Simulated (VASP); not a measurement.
A run of VASP 6.6.1 is set up as follows.

File POSCAR:

```
Sn
1.0
   -2.9004039564      2.9004039564      1.5776871502
    2.9004039564     -2.9004039564      1.5776871502
    2.9004039564      2.9004039564     -1.5776871502
Sn
2
Direct
    0.7500000000      0.2500000000      0.5000000000
    0.0000000000      0.0000000000      0.0000000000
```

The input INCAR.step1:

```
PREC = Accurate
ENCUT = 520
ISMEAR = -1
SIGMA = 0.05
LREAL = False
LASPH = True
NELM = 60
NBANDS = 21
GGA = PE
ALGO = Normal
EDIFF = 1E-4
LWAVE = True
LCHARG = False
```

Contents of INCAR.step2:

```
PREC = Accurate
ENCUT = 520
EDIFF = 1E-8
ISMEAR = -1
SIGMA = 0.05
LREAL = False
LASPH = True
NELM = 60
ALGO = Normal
ISIF = 2
LWAVE = False
LCHARG = False
METAGGA = R2SCAN
LMIXTAU = True
LEFG = True
NBANDS = 21
ISTART = 1
```

The input KPOINTS:

```
Automatic mesh
0
Gamma
  12 12 12
```

Potentials or basis: VASP PAW PBE potentials, release 64 (Sn_d).

The run is started by

```console
$ cat potpaw_PBE.64/Sn_d/POTCAR > POTCAR
$ cp INCAR.step1 INCAR
$ mpirun -np 1 vasp_std > vasp.out
$ cp INCAR.step2 INCAR
$ mpirun -np 1 vasp_std > vasp.out
```

(1) Predict the pressure.

(2) Predict the band gap on the k mesh.

Answers

(1) 2.2 GPa.

(2) zero (bands 14 and 15 overlap by 4.50 eV).

Caveat: without QUAD_EFG the Cq values of the log hold for a quadrupole moment of 1 mb, not for the nuclei; the PAW data sets were made with another functional, which shifts forces and pressure a little; spin-orbit coupling is left out, which moves the levels of the heavy elements.
